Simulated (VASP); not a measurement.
# Si2W (C2/m) in VASP: notebook

Runs on Si2W. Level: LDA. Tasks: electric field gradients.

Everything below comes from runs of VASP 6.6.1. Logs are shortened: lines on timing, memory, paths and dates and some standing lists are left out, and cuts for length are marked.

**1. The cell of the first run**

Symmetry: C2/m, No. 12, monoclinic system. Conventional cell: a = 4.565 Å, b = 4.520 Å, c = 4.526 Å, α = 90.00°, β = 119.48°, γ = 90.00°. Within 3.4 Å of Si (site symmetry m) lie 9 Si at 2.61 to 3.21 Å and 5 W at 2.62 to 2.65 Å. W (site symmetry 2/m) has 10 Si at 2.62 to 2.65 Å and 4 W at 3.21 Å within 3.4 Å.

**2. Electric field gradients, LDA (equal xy, yz and zx shear strains of +1 %)**

INCAR reads:

```
SYSTEM = Si2W
  PREC = Accurate
  ENCUT = 520
  EDIFF = 1E-8
  ISMEAR = -1
  SIGMA = 0.05
  LREAL = .FALSE.
  LASPH = .TRUE.
  NELM = 80
  ALGO = Normal
  ISIF = 2
  LWAVE = .FALSE.
  LCHARG = .FALSE.
  LEFG = .TRUE.
  NBANDS = 18
```

KPOINTS reads:

```
Automatic mesh
0
G
  11 11 14
  0 0 0
```

POSCAR reads:

```
Si2W
1.0
   -1.5782700000      1.6176700000      3.9400000000
    1.6176700000     -1.5782700000      3.9400000000
    1.5943300000      1.5943300000     -3.9239400000
Si W
2 1
Direct
    0.3330000000      0.3330000000      0.0000000000
    0.6670000000      0.6670000000      0.0000000000
    0.0000000000      0.0000000000      0.0000000000
```

Potentials or basis: VASP PAW LDA potentials, release 64 (Si, W_sv).

The run is started by

```bash
$ cat potpaw_LDA.64/Si/POTCAR potpaw_LDA.64/W_sv/POTCAR > POTCAR
$ mpirun -np 1 vasp_std > vasp.out
```

OUTCAR:

```text
SYSTEM = Si2W
   PREC = Accurate
   ENCUT = 520
   EDIFF = 1E-8
   ISMEAR = -1
   LREAL = .FALSE.
   LASPH = .TRUE.
   NELM = 80
   ISIF = 2

 ion  position               nearest neighbor table
   1  0.333  0.333  0.000-   2 2.61   2 2.61   2 2.61   3 2.62   3 2.62   3 2.62   3 2.62   2 2.63
                             2 2.65   3 2.65
   2  0.667  0.667  0.000-   1 2.61   1 2.61   1 2.61   3 2.62   3 2.62   3 2.62   3 2.62   1 2.63
                             1 2.65   3 2.65
   3  0.000  0.000  0.000-   2 2.62   2 2.62   1 2.62   1 2.62   1 2.62   2 2.62   2 2.62   1 2.62
                             2 2.65   1 2.65

  Warning from LATTYP: Got some problem with cell dimensions!
  Tried to take original basis but could not verify dimensions!
  LATTYP: Found a base centered monoclinic cell.
 ALAT       =     4.5652792271
 B/A-ratio  =     0.9900252466
 C/A-ratio  =     0.9913091082
 COS(beta)  =    -0.4921022991

  Lattice vectors:

 A1 = (  -0.0160600000,  -3.2120000000,  -0.0160600000)
 A2 = (  -3.2120000000,  -0.0160600000,  -0.0160600000)
 A3 = (   1.5943300000,   1.5943300000,  -3.9239400000)

Analysis of symmetry for initial positions (statically):
=====================================================================
 Subroutine PRICEL returns:
 Original cell was already a primitive cell.

 Routine SETGRP: Setting up the symmetry group for a
 base centered monoclinic supercell.

 Subroutine GETGRP returns: Found  4 space group operations
 (whereof  4 operations were pure point group operations)
 out of a pool of  4 trial point group operations.

The static configuration has the point symmetry C_2h.

Analysis of symmetry for dynamics (positions and initial velocities):
=====================================================================
 Subroutine PRICEL returns:
 Original cell was already a primitive cell.

 Routine SETGRP: Setting up the symmetry group for a
 base centered monoclinic supercell.

 Subroutine GETGRP returns: Found  4 space group operations
 (whereof  4 operations were pure point group operations)
 out of a pool of  4 trial point group operations.

The dynamic configuration has the point symmetry C_2h.

 Subroutine INISYM returns: Found  4 space group operations
 (whereof  4 operations are pure point group operations),
 and found     1 'primitive' translations

[... 135 lines left out ...]

 Free energy of the ion-electron system (eV)
  ---------------------------------------------------
  ext. energy  EPLUGINS =         0.00000000
  ---------------------------------------------------
  free energy    TOTEN  =       -27.32214845 eV

  energy without entropy =      -27.32004934  energy(sigma->0) =      -27.32109890

 E-fermi :  11.8326     XC(G=0): -12.6239

 val. band max:       11.8250271171   @ k =   0.2727   0.2727   0.2143
 cond. band min:      11.8330202649   @ k =  -0.3636   0.4545   0.3571
 fundamental gap:      0.0079931478
 Fermi energy:        11.8326408345

 k-point     1 :       0.0000    0.0000    0.0000
  band No.  band energies     occupation
      1     -61.6061      2.00000
      2     -26.1385      2.00000
      3     -26.0879      2.00000
      4     -26.0870      2.00000
      5      -2.1545      2.00000
      6       5.0606      2.00000
[... 481 lines left out ...]
      5      -1.1103      2.00000
      6       5.9008      2.00000
[... 10 lines left out ...]
     17      19.1227      0.00000
     18      19.1279      0.00000

 [... further k-points ...]
[... 5 lines left out ...]
  --------------------------------------------------------------------------------------
  -------------------------------------------------------------------------------------
  Total       -1.3716129     -1.3716129     -2.1688346     -0.4757353     -0.4943060     -0.4943060
  in kB      -54.0663826    -54.0663826    -85.4913522    -18.7525827    -19.4846068    -19.4846067
  external PRESSURE =     -64.5413725 kB  Pullay stress =       0.0000000 kB

 VOLUME and BASIS-vectors are now :
 -----------------------------------------------------------------------------
  energy-cutoff  :      520.00
  volume of cell :       40.65
      direct lattice vectors                 reciprocal lattice vectors
    -1.578270000  1.617670000  3.940000000    -0.002180387  0.310716601  0.125360872
     1.617670000 -1.578270000  3.940000000     0.310716601 -0.002180387  0.125360872
     1.594330000  1.594330000 -3.923940000     0.309798998  0.309798998 -0.003097990

 POSITION                                       TOTAL-FORCE (eV/Angst)
 -----------------------------------------------------------------------------------
      0.01312      0.01312      2.62404         0.004940      0.004940      0.316819
      0.02628      0.02628      5.25596        -0.004940     -0.004940     -0.316819
      0.00000      0.00000      0.00000        -0.000000      0.000000     -0.000000
 -----------------------------------------------------------------------------------
    total drift:                                0.000000      0.000000     -0.000000

  FREE ENERGIE OF THE ION-ELECTRON SYSTEM (eV)
  ---------------------------------------------------
  free  energy   TOTEN  =       -27.3221484478 eV

  energy  without entropy=      -27.3200493434  energy(sigma->0) =      -27.32109890

 Electric field gradients (V/A^2)
---------------------------------------------------------------------
 ion       V_xx      V_yy      V_zz      V_xy      V_xz      V_yz
---------------------------------------------------------------------
   1       4.679     4.679    -9.357     2.335     1.771     1.771
   2       4.679     4.679    -9.357     2.335     1.771     1.771
   3      64.272    64.272  -128.544    15.963    13.914    13.914
---------------------------------------------------------------------

 Electric field gradients after diagonalization (V/A^2)
 (convention: |V_zz| > |V_xx| > |V_yy|)
----------------------------------------------------------------------
 ion       V_xx      V_yy      V_zz     asymmetry (V_yy - V_xx)/ V_zz
----------------------------------------------------------------------
   1       7.388     2.343    -9.732       0.518
   2       7.388     2.343    -9.732       0.518
   3      82.073    48.309  -130.382       0.259
----------------------------------------------------------------------

           NMR quadrupolar parameters

 Cq : quadrupolar parameter    Cq=e*Q*V_zz/h
 eta: asymmetry parameters     (V_yy - V_xx)/ V_zz
 Q  : nuclear electric quadrupole moment in mb (millibarn)
----------------------------------------------------------------------
 ion       Cq(MHz)       eta       Q (mb)
----------------------------------------------------------------------
   1      -0.024       0.518       1.000
   2      -0.024       0.518       1.000
   3      -0.315       0.259       1.000
----------------------------------------------------------------------
```

OSZICAR:

```text
N       E                     dE             d eps       ncg     rms          rms(c)
DAV:   1     0.128421529295E+03    0.12842E+03   -0.10802E+04 16848   0.123E+03
DAV:   2    -0.236304391547E+02   -0.15205E+03   -0.14848E+03 19408   0.321E+02
DAV:   3    -0.281668989424E+02   -0.45365E+01   -0.44776E+01 20992   0.499E+01
DAV:   4    -0.282085912157E+02   -0.41692E-01   -0.41636E-01 20110   0.502E+00
DAV:   5    -0.282090483923E+02   -0.45718E-03   -0.45715E-03 19944   0.561E-01    0.251E+01
DAV:   6    -0.274481711039E+02    0.76088E+00   -0.34565E+00 18164   0.129E+01    0.855E+00
DAV:   7    -0.273503544064E+02    0.97817E-01   -0.28399E-01 17972   0.298E+00    0.462E+00
DAV:   8    -0.273228996093E+02    0.27455E-01   -0.54524E-02 18996   0.171E+00    0.302E-01
DAV:   9    -0.273223284459E+02    0.57116E-03   -0.12108E-03 19558   0.281E-01    0.182E-01
DAV:  10    -0.273221547699E+02    0.17368E-03   -0.29274E-04 19992   0.152E-01    0.408E-02
DAV:  11    -0.273221486685E+02    0.61014E-05   -0.38618E-05 19012   0.456E-02    0.198E-02
DAV:  12    -0.273221486389E+02    0.29618E-07   -0.18829E-06 19658   0.882E-03    0.533E-03
DAV:  13    -0.273221484482E+02    0.19063E-06   -0.53901E-07 18886   0.652E-03    0.927E-04
DAV:  14    -0.273221484478E+02    0.41337E-09   -0.16428E-08 13862   0.116E-03
   1 F= -.27322148E+02 E0= -.27321099E+02  d E =-.209910E-02
```

stdout:

```text
POSCAR found type information on POSCAR SiW
 POSCAR found :  2 types and       3 ions
 scaLAPACK will be used
 LDA part: xc-table for (Slater(with rela. corr.)+CA(PZ))
 , standard interpolation
 POSCAR, INCAR and KPOINTS ok, starting setup
 FFT: planning ... GRIDC
 FFT: planning ... GRID_SOFT
 FFT: planning ... GRID
 WAVECAR not read
 entering main loop
ion   1

ion   2

ion   3
```

Run time: 7.9 min. Hardware: 1 thread of Intel Xeon Platinum 8488C (Sapphire Rapids), shared host; peak memory 0.42 GiB.

Results:

```
Free energy            : -27.3221 eV
Pressure               : -6.5 GPa
Largest force          : 0.317 eV/Å
Band gap on the k mesh : zero (band 11 reaches 12.51 eV, above the bottom of band 12 at 11.27 eV)
```

Forces on the atoms (eV/Å):
```
Si   0.005  0.005  0.317
Si  -0.005 -0.005 -0.317
W    0.000  0.000  0.000
```

Levels at points of the mesh, in eV from the Fermi level:
```
           k point  band 8  band 9  band 10  band 11  band 12  band 13  band 14  band 15
(0.00, 0.00, 0.00)   -3.32   -2.90    -2.77     0.65     2.64     2.94     3.22     3.25
(0.00, 0.00, 0.50)   -5.44   -5.05    -3.26    -1.54     2.56     2.90     3.07     3.75
```

Electric field gradients, principal values (V/Å²):
```csv
atom,least,middle,greatest (by size)
1 Si,2.343,7.388,-9.732
2 Si,2.343,7.388,-9.732
3 W,48.309,82.073,-130.382
```

Caveat: the cell differs from its parent crystal (equal xy, yz and zx shear strains of +1 %); without QUAD_EFG the Cq values of the log hold for a quadrupole moment of 1 mb, not for the nuclei; spin-orbit coupling is left out, which moves the levels of the heavy elements.

**3. Electric field gradients, LDA (equal xy, yz and zx shear strains of -2 %)**

INCAR reads:

```
PREC = Accurate
ENCUT = 520
EDIFF = 1E-8
ISMEAR = -1
SIGMA = 0.05
LREAL = False
LASPH = True
NELM = 100
ALGO = Normal
ISIF = 2
LWAVE = False
LCHARG = False
LEFG = True
NBANDS = 18
```

KPOINTS reads:

```
regular mesh
0
Gamma
  11 11 14
```

POSCAR reads:

```
Si2W
1.0
   -1.6614600000      1.5826600000      3.9400000000
    1.5826600000     -1.6614600000      3.9400000000
    1.6293400000      1.6293400000     -3.9721200000
Si W
2 1
Direct
    0.3330000000      0.3330000000      0.0000000000
    0.6670000000      0.6670000000      0.0000000000
    0.0000000000      0.0000000000      0.0000000000
```

Potentials or basis: VASP PAW LDA potentials, release 64 (Si, W_sv).

The run is started by

```bash
$ cat potpaw_LDA.64/Si/POTCAR potpaw_LDA.64/W_sv/POTCAR > POTCAR
$ mpirun -np 1 vasp_std > vasp.out
```

OUTCAR:

```text
PREC = Accurate
   ENCUT = 520
   EDIFF = 1E-8
   ISMEAR = -1
   LREAL = False
   LASPH = True
   NELM = 100
   ISIF = 2

 ion  position               nearest neighbor table
   1  0.333  0.333  0.000-   2 2.57   3 2.57   3 2.62   2 2.63   2 2.63   3 2.64   2 2.64   2 2.64
                             3 2.64   3 2.64
   2  0.667  0.667  0.000-   1 2.57   3 2.57   3 2.62   1 2.63   1 2.63   3 2.64   1 2.64   1 2.64
                             3 2.64   3 2.64
   3  0.000  0.000  0.000-   2 2.57   1 2.57   2 2.62   1 2.62   2 2.64   1 2.64   2 2.64   1 2.64
                             1 2.64   2 2.64

  Warning from LATTYP: Got some problem with cell dimensions!
  Tried to take original basis but could not verify dimensions!
  LATTYP: Found a base centered monoclinic cell.
 ALAT       =     4.4974882330
 B/A-ratio  =     1.0200979445
 C/A-ratio  =     0.9963466461
 COS(beta)  =    -0.4768411860

  Lattice vectors:

 A1 = (  -3.2120000000,   0.0321200000,   0.0321200000)
 A2 = (   0.0321200000,  -3.2120000000,   0.0321200000)
 A3 = (   1.5505400000,   1.5505400000,   3.9078800000)

Analysis of symmetry for initial positions (statically):
=====================================================================
 Subroutine PRICEL returns:
 Original cell was already a primitive cell.

 Routine SETGRP: Setting up the symmetry group for a
 base centered monoclinic supercell.

 Subroutine GETGRP returns: Found  4 space group operations
 (whereof  4 operations were pure point group operations)
 out of a pool of  4 trial point group operations.

The static configuration has the point symmetry C_2h.

Analysis of symmetry for dynamics (positions and initial velocities):
=====================================================================
 Subroutine PRICEL returns:
[... 172 lines left out ...]
      5      -2.1535      2.00000
      6       5.0635      2.00000
[... 481 lines left out ...]
      5      -1.1479      2.00000
      6       5.8589      2.00000
[... 10 lines left out ...]
     17      18.7647      0.00000
     18      18.8957      0.00000

 [... further k-points ...]
[... 5 lines left out ...]
  --------------------------------------------------------------------------------------
  -------------------------------------------------------------------------------------
  Total       -1.3098889     -1.3098889     -2.0978817      1.0523283      1.0569505      1.0569504
  in kB      -51.6450755    -51.6450755    -82.7133203     41.4902162     41.6724564     41.6724548
  external PRESSURE =     -62.0011571 kB  Pullay stress =       0.0000000 kB

 VOLUME and BASIS-vectors are now :
 -----------------------------------------------------------------------------
  energy-cutoff  :      520.00
  volume of cell :       40.64
      direct lattice vectors                 reciprocal lattice vectors
    -1.661460000  1.582660000  3.940000000     0.004427521  0.312677524  0.130074604
     1.582660000 -1.661460000  3.940000000     0.312677524  0.004427521  0.130074604
     1.629340000  1.629340000 -3.972120000     0.314540819  0.314540819  0.006290816

 POSITION                                       TOTAL-FORCE (eV/Angst)
 -----------------------------------------------------------------------------------
     -0.02624     -0.02624      2.62404        -0.028008     -0.028008      0.298744
     -0.05256     -0.05256      5.25596         0.028008      0.028008     -0.298744
      0.00000      0.00000      0.00000         0.000000      0.000000     -0.000000
 -----------------------------------------------------------------------------------
    total drift:                                0.000000      0.000000     -0.000000

  FREE ENERGIE OF THE ION-ELECTRON SYSTEM (eV)
  ---------------------------------------------------
  free  energy   TOTEN  =       -27.2982079268 eV

  energy  without entropy=      -27.2953916371  energy(sigma->0) =      -27.29679978

 Electric field gradients (V/A^2)
---------------------------------------------------------------------
 ion       V_xx      V_yy      V_zz      V_xy      V_xz      V_yz
---------------------------------------------------------------------
   1       4.683     4.683    -9.365    -4.742    -3.787    -3.787
   2       4.683     4.683    -9.365    -4.742    -3.787    -3.787
   3      64.248    64.248  -128.495   -32.233   -28.636   -28.636
---------------------------------------------------------------------

 Electric field gradients after diagonalization (V/A^2)
 (convention: |V_zz| > |V_xx| > |V_yy|)
----------------------------------------------------------------------
 ion       V_xx      V_yy      V_zz     asymmetry (V_yy - V_xx)/ V_zz
----------------------------------------------------------------------
   1       9.424     2.382   -11.806       0.596
   2       9.424     2.382   -11.806       0.596
   3      96.480    41.654  -138.134       0.397
----------------------------------------------------------------------

           NMR quadrupolar parameters

 Cq : quadrupolar parameter    Cq=e*Q*V_zz/h
 eta: asymmetry parameters     (V_yy - V_xx)/ V_zz
 Q  : nuclear electric quadrupole moment in mb (millibarn)
----------------------------------------------------------------------
 ion       Cq(MHz)       eta       Q (mb)
----------------------------------------------------------------------
   1      -0.029       0.596       1.000
   2      -0.029       0.596       1.000
   3      -0.334       0.397       1.000
----------------------------------------------------------------------
```

OSZICAR:

```text
N       E                     dE             d eps       ncg     rms          rms(c)
DAV:   1     0.128460770367E+03    0.12846E+03   -0.10893E+04 16864   0.123E+03
DAV:   2    -0.235628657466E+02   -0.15202E+03   -0.14842E+03 19252   0.320E+02
DAV:   3    -0.281438615861E+02   -0.45810E+01   -0.45145E+01 21190   0.499E+01
DAV:   4    -0.281865832795E+02   -0.42722E-01   -0.42665E-01 19944   0.502E+00
DAV:   5    -0.281870430554E+02   -0.45978E-03   -0.45975E-03 19978   0.563E-01    0.251E+01
DAV:   6    -0.274247901274E+02    0.76225E+00   -0.34646E+00 18212   0.129E+01    0.856E+00
DAV:   7    -0.273266852794E+02    0.98105E-01   -0.28814E-01 18044   0.300E+00    0.463E+00
DAV:   8    -0.272989677034E+02    0.27718E-01   -0.55690E-02 18936   0.173E+00    0.302E-01
DAV:   9    -0.272983875626E+02    0.58014E-03   -0.12204E-03 19696   0.286E-01    0.182E-01
DAV:  10    -0.272982143463E+02    0.17322E-03   -0.29568E-04 20088   0.153E-01    0.405E-02
DAV:  11    -0.272982081558E+02    0.61905E-05   -0.40173E-05 18974   0.464E-02    0.201E-02
DAV:  12    -0.272982081314E+02    0.24347E-07   -0.20754E-06 19536   0.942E-03    0.558E-03
DAV:  13    -0.272982079275E+02    0.20394E-06   -0.58961E-07 18908   0.681E-03    0.972E-04
DAV:  14    -0.272982079268E+02    0.69986E-09   -0.18873E-08 15030   0.122E-03
   1 F= -.27298208E+02 E0= -.27296800E+02  d E =-.281629E-02
```

stdout:

```text
POSCAR found type information on POSCAR SiW
 POSCAR found :  2 types and       3 ions
 scaLAPACK will be used
 LDA part: xc-table for (Slater(with rela. corr.)+CA(PZ))
 , standard interpolation
 POSCAR, INCAR and KPOINTS ok, starting setup
 FFT: planning ... GRIDC
 FFT: planning ... GRID_SOFT
 FFT: planning ... GRID
 WAVECAR not read
 entering main loop
ion   1

ion   2

ion   3
```

Wall time 6.1 min (1 thread of Intel Xeon Platinum 8559C (Emerald Rapids), shared host); peak memory 0.42 GiB.

Results:

```
Free energy            : -27.2982 eV
Pressure               : -6.2 GPa
Largest force          : 0.301 eV/Å
Band gap on the k mesh : zero (band 11 reaches 12.54 eV, above the bottom of band 12 at 11.36 eV)
```

Forces in eV/Å, atoms in the order of the input:
```
Si  -0.028 -0.028  0.299
Si   0.028  0.028 -0.299
W    0.000  0.000  0.000
```

Electric field gradients, principal values (V/Å²):
```tsv
atom	least	middle	greatest (by size)
1 Si	2.382	9.424	-11.806
2 Si	2.382	9.424	-11.806
3 W	41.654	96.480	-138.134
```

Caveat: the cell differs from its parent crystal (equal xy, yz and zx shear strains of -2 %); without QUAD_EFG the Cq values of the log hold for a quadrupole moment of 1 mb, not for the nuclei; spin-orbit coupling is left out, which moves the levels of the heavy elements.
